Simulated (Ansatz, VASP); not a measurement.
# One calculation of GaAs, two programs

```
CELL_PARAMETERS angstrom
0.00000 2.60090 2.60090
2.60090 0.00000 2.60090
2.60090 2.60090 0.00000
ATOMIC_POSITIONS crystal
Ga 0.00000 0.00000 0.00000
As 0.25000 0.25000 0.25000
```

Change from the starting cell: volume scaled by 0.8, PAW files.

Alike in both runs: task single point; functional LDA; k mesh 13 × 13 × 13; occupations fermi-dirac, width 0.08 eV; no spin polarisation.

```csv
,VASP,Ansatz
version,VASP 6.6.1,Ansatz 0.2.0
potentials or method,"VASP PAW LDA potentials, release 64 (Ga_d, As)","PAW with Ansatz's default frozen-core files, scalar-relativistic"
plane-wave cutoff (eV),520,420
valence electrons in the cell,18,28
```

|  | VASP | Ansatz | Ansatz less VASP |
| --- | --- | --- | --- |
| pressure (GPa) | 28.3 | 27.5 | -0.82 |

LDA's correlation is that of Perdew and Zunger in VASP and of Perdew and Wang (1992) in Ansatz. VASP's potentials hold 18 valence electrons a cell and Ansatz's 28, so a difference there can come from the potentials and not from the codes.
